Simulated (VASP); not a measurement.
# SnTe: single point with PBEsol+D4

Crystal: SnTe.

```xyz
2
Lattice="0.0000 3.1157 3.1157 3.1157 0.0000 3.1157 3.1157 3.1157 0.0000" Properties=species:S:1:pos:R:3 pbc="T T T"
Te    3.1157    3.1157    3.1157
Sn    0.0000    0.0000    0.0000
```

| Quantity | Value |
| --- | --- |
| Program | VASP 6.6.1 |
| Task | single point |
| Functional | PBEsol |
| Dispersion | D4 |
| Potentials or basis | VASP PAW PBE potentials, release 64 (Te, Sn_d) |
| Cutoff | 520 eV |
| k mesh | 7 × 7 × 7 |
| Occupations | fermi-dirac, width 0.05 eV |
| Spin | no spin polarisation |

```json
{
  "Pressure": "0.0 GPa",
  "Dispersion energy per atom": "-0.261 eV"
}
```

Levels at points of the mesh, in eV from the Fermi level:
| k point | band 8 | band 9 | band 10 | band 11 | band 12 | band 13 |
| --- | --- | --- | --- | --- | --- | --- |
| (0.00, 0.00, 0.00) | -2.28 | -2.28 | -2.28 | 3.36 | 3.36 | 3.36 |

Wall time 21 s on 1 thread of Intel Xeon 6975P-C, with other jobs on the host, peak memory 0.21 GiB.

Caveat: this odd mesh misses L, where the gap lies, so gap, dielectric constants and Born charges aren't listed; the PAW data sets were made with another functional, which shifts forces and pressure a little; spin-orbit coupling is left out, which moves the levels of the heavy elements.
